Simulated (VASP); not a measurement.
Set up this calculation in VASP 6.6.1, as the native input.

```
Task                   : single point
Functional             : PBE
Potentials or basis    : VASP PAW PBE potentials, release 64 (Ta_pv, N)
Cutoff                 : 600 eV
k mesh                 : 18 × 18 × 18
Occupations            : gaussian, width 0.15 eV
Spin                   : no spin polarisation
Dipole correction      : no
Further INCAR settings : ALGO = Normal; EDIFF = 1e-06; NBANDS = 15
```

The structure of TaN lies in POSCAR:

```
TaN
1.0
    0.0000000000      2.3533200000      2.0046800000
    2.3533200000      0.0000000000      2.0046800000
    2.3533200000      2.3533200000      0.0000000000
Ta N
1 1
Direct
    0.5000000000      0.5000000000      0.5000000000
    0.0000000000      0.0000000000      0.0000000000
```

This cell differs from its parent crystal: strain +0.080 along x and y, -0.080 along z.

These files were run (other wordings do the same):

INCAR

```
SYSTEM = TaN
ALGO = Normal
EDIFF = 1E-6
ENCUT = 600
GGA = PE
GGA_COMPAT = .FALSE.
ISIF = 2
ISMEAR = 0
LASPH = .TRUE.
LCHARG = .TRUE.
LELF = .TRUE.
LREAL = .FALSE.
LVHAR = .TRUE.
LWAVE = .FALSE.
NBANDS = 15
NELM = 120
PREC = Accurate
SIGMA = 0.15
```

KPOINTS

```
k-points
0
G
  18 18 18
  0 0 0
```

Potentials or basis: VASP PAW PBE potentials, release 64 (Ta_pv, N).

Command:

```sh
$ cat potpaw_PBE.64/Ta_pv/POTCAR potpaw_PBE.64/N/POTCAR > POTCAR
$ mpirun -np 1 vasp_std > vasp.out
```

It gave:

The pressure is 13.1 GPa and the band gap on the k mesh is zero (bands 8 and 9 overlap by 4.01 eV).

Caveat: the cell differs from its parent crystal (strain +0.080 along x and y, -0.080 along z); the cell stands under pressure; spin-orbit coupling is left out, which moves the levels of the heavy elements.

Run time: 3.5 min on 1 thread of Intel(R) Xeon(R) Platinum 8559C (Emerald Rapids), on a shared host, peak memory 0.33 GiB.
